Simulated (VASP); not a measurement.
Set up this calculation in VASP 6.6.1, as the native input.

```yaml
Task: single point
Functional: PBE
Potentials_or_basis: VASP PAW PBE potentials, release 64 (Sn_d, O)
Cutoff: 600 eV
k_mesh: 4 × 4 × 6
Occupations: gaussian, width 0.1 eV
Spin: no spin polarisation
Dipole_correction: no
Further_INCAR_settings: ALGO = Normal; EDIFF = 1e-06; NBANDS = 35
```

The structure of SnO2 lies in POSCAR:

```
SnO2
1.0
    4.8221305616      0.0000000000      0.0000000000
    0.0000000000      4.8221305616      0.0000000000
    0.0000000000      0.0000000000      3.2450815729
Sn O
2 4
Direct
    0.0000000000      0.0000000000      0.0000000000
    0.5000000000      0.5000000000      0.5000000000
    0.6930000000      0.6930000000      0.0000000000
    0.3070000000      0.3070000000      0.0000000000
    0.8070000000      0.1930000000      0.5000000000
    0.1930000000      0.8070000000      0.5000000000
```

One way to write it, as run:

INCAR

```
SYSTEM = SnO2
  PREC = Accurate
  ENCUT = 600
  EDIFF = 1E-6
  ISMEAR = 0
  SIGMA = 0.1
  LREAL = .False.
  LASPH = .True.
  NELM = 120
  ALGO = Normal
  ISIF = 2
  LWAVE = .False.
  LCHARG = .True.
  GGA = PE
  LELF = .True.
  LVHAR = .True.
  NBANDS = 35
  GGA_COMPAT = .False.
```

KPOINTS

```
Automatic mesh
0
Gamma
  4 4 6
  0 0 0
```

Potentials or basis: VASP PAW PBE potentials, release 64 (Sn_d, O).

Command:

```console
$ cat potpaw_PBE.64/Sn_d/POTCAR potpaw_PBE.64/O/POTCAR > POTCAR
$ mpirun -np 1 vasp_std > vasp.out
```

Results of the run:

```yaml
Pressure: 0.4 GPa
Largest_force: 0.067 eV/Å
Band_gap_on_the_k_mesh: 0.67 eV
```

Caveat: spin-orbit coupling is left out, which moves the levels of the heavy elements.

Wall time 89 s on 1 thread of Intel Xeon 8259CL, on a shared host, peak memory 0.23 GiB.
